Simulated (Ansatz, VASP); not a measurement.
One calculation of NiO, two programs

```
CELL_PARAMETERS angstrom
0.00000 2.08590 2.08590
2.08590 0.00000 2.08590
2.08590 2.08590 0.00000
ATOMIC_POSITIONS crystal
Ni 0.00000 0.00000 0.00000
O 0.50000 0.50000 0.50000
```

Alike in both runs: task single point; functional PBE; k mesh 11 × 11 × 11; occupations gaussian, width 0.015 eV; collinear spin.

```csv
,VASP,Ansatz
version,VASP 6.6.1,Ansatz 0.2.0
potentials or method,"VASP PAW PBE potentials, release 64 (Ni, O), cutoff 520 eV","all-electron LAPW, scalar-relativistic"
```

|  | VASP | Ansatz | Ansatz less VASP |
| --- | --- | --- | --- |
| gap on the k mesh at the Fermi level (eV) | none | none | - |
| pressure (GPa) | 6.2 | 6.6 | +0.45 |
| net moment per atom (μB) | 0.89 | 0.91 | +0.018 |
| size of the moment on the site where the two differ most (μB) | 1.46 | 1.51 | +0.047 |

Site moments also hang on the region over which each program counts them. A gap of «none» marks a metal or a gap that the smearing closes. Ansatz ran all-electron here, and VASP with PAW potentials.
